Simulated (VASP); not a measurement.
Here is a VASP 6.6.1 calculation.

INCAR

```
SYSTEM = BeC2
PREC = Accurate
ENCUT = 600
EDIFF = 1E-7
ISMEAR = 0
SIGMA = 0.01
LREAL = .False.
LASPH = .True.
NELM = 100
ALGO = Fast
ISIF = 3
LWAVE = .False.
LCHARG = .False.
GGA = PE
IBRION = 2
NSW = 80
EDIFFG = -0.001
PSTRESS = 140.0
```

The input KPOINTS:

```
regular mesh
0
Gamma
  8 8 8
  0 0 0
```

The input POSCAR:

```
BeC2
1.0
   -1.9491573488      1.9491573488      2.3109539040
    1.9491573488     -1.9491573488      2.3109539040
    1.9491573488      1.9491573488     -2.3109539040
Be C
1 2
Direct
    0.0000000000      0.0000000000      0.0000000000
    0.6347033764      0.6347033764      0.0000000000
    0.3652966236      0.3652966236      0.0000000000
```

Potentials or basis: VASP PAW PBE potentials, release 64 (Be, C).

Command:

```bash
$ cat potpaw_PBE.64/Be/POTCAR potpaw_PBE.64/C/POTCAR > POTCAR
$ mpirun -np 1 vasp_std > vasp.out
```

(1) Estimate the band gap on the k mesh.

(2) Estimate the relaxed cell.

(3) Predict the space group after relaxing (to 0.1 Å).

(4) What does it give for the relaxed volume?

## Answers

(1) 0.77 eV (least direct gap 2.51 eV).

(2) a = 3.303 Å, b = 3.303 Å, c = 3.303 Å, α = 119.70°, β = 119.70°, γ = 90.52°.

(3) I4/mmm (No. 139).

(4) 8.53 Å³/atom.

Caveat: the cell is relaxed towards a set pressure, so the run minimises the enthalpy, not the energy; the volume moved by over 15 % at a fixed basis, so the end points are rough.
